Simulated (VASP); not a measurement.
Write the native input for VASP 6.6.1 that does the following.

```
Task                   : single point
Functional             : PBE
Potentials or basis    : VASP PAW PBE potentials, release 64 (Al, N)
Cutoff                 : 520 eV
k mesh                 : 10 × 10 × 10
Occupations            : gaussian, width 0.05 eV
Spin                   : no spin polarisation
Dipole correction      : no
Further INCAR settings : ALGO = Normal; EDIFF = 1e-06; NBANDS = 11
```

The structure of AlN lies in POSCAR:

```
AlN
1.0
   -0.1270709010      2.0764707353      2.0764707353
    2.0764707353     -0.1270709010      2.0764707353
    2.0764707353      2.0764707353     -0.1270709010
Al N
1 1
Direct
    0.5000000000      0.5000000000      0.5000000000
    0.0000000000      0.0000000000      0.0000000000
```

These files were run (other wordings do the same):

INCAR

```
SYSTEM = AlN
ALGO     = Normal         ! electronic algorithm
EDIFF    = 1E-6           ! SCF threshold, eV
ENCUT    = 520            ! plane-wave cutoff, eV
GGA      = PE             ! functional
ISIF     = 2              ! what is computed and relaxed
ISMEAR   = 0              ! smearing method
LASPH    = .True.         ! aspherical terms in the spheres
LCHARG   = .False.        ! write CHGCAR
LREAL    = .False.        ! projectors in reciprocal space
LWAVE    = .False.        ! write WAVECAR
NBANDS   = 11             ! bands
NELM     = 80             ! most SCF steps
PREC     = Accurate       ! precision mode
SIGMA    = 0.05           ! smearing width, eV
```

KPOINTS

```
k-points
0
Gamma
  10 10 10
  0 0 0
```

Potentials or basis: VASP PAW PBE potentials, release 64 (Al, N).

Run with:

```sh
$ cat potpaw_PBE.64/Al/POTCAR potpaw_PBE.64/N/POTCAR > POTCAR
$ mpirun -np 1 vasp_std > vasp.out
```

Results of the run:

```json
{"Pressure": "-27.1 GPa", "Band gap on the k mesh": "2.15 eV, indirect (least direct gap 2.58 eV)"}
```

Run time: 6.5 s on 1 thread of Intel(R) Xeon(R) 6975P-C (Granite Rapids), with other jobs on the host, peak memory 0.14 GiB.
